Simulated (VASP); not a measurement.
A run of VASP 6.6.1 is set up as follows.

INCAR

```
SYSTEM = TiO2
  PREC = Accurate
  ENCUT = 520
  EDIFF = 1E-6
  ISMEAR = 0
  SIGMA = 0.05
  LREAL = .False.
  LASPH = .True.
  NELM = 100
  ALGO = Normal
  ISIF = 2
  LWAVE = .False.
  LCHARG = .False.
  GGA = PE
  NBANDS = 33
```

The input KPOINTS:

```
Automatic mesh
0
Gamma
  6 6 10
  0 0 0
```

POSCAR

```
TiO2
1.0
    4.6430645122     -0.0464306451      0.0000000000
   -0.0464306451      4.6430645122      0.0000000000
    0.0000000000      0.0000000000      2.9640243990
Ti O
2 4
Direct
    0.0000000000      0.0000000000      0.0000000000
    0.5000000000      0.5000000000      0.5000000000
    0.3051105247      0.3051105247      0.0000000000
    0.1948894753      0.8051105247      0.5000000000
    0.6948894753      0.6948894753      0.0000000000
    0.8051105247      0.1948894753      0.5000000000
```

Potentials or basis: VASP PAW PBE potentials, release 64 (Ti_sv, O).

Run with:

```console
$ cat potpaw_PBE.64/Ti_sv/POTCAR potpaw_PBE.64/O/POTCAR > POTCAR
$ mpirun -np 1 vasp_std > vasp.out
```

Estimate the largest force.

0.038 eV/Å.

Predict the pressure.

0.8 GPa.

Predict the band gap on the k mesh.

1.83 eV.

Forces on the atoms (eV/Å):
```
Ti   0.000  0.000  0.000
Ti   0.000  0.000  0.000
O   -0.002 -0.002  0.000
O    0.027 -0.027  0.000
O    0.002  0.002  0.000
O   -0.027  0.027  0.000
```

Caveat: the cell differs from its parent crystal (strain -0.0200 x Voigt [0, 0, 0, 0, 0, 1]). A k mesh can miss the band edges.
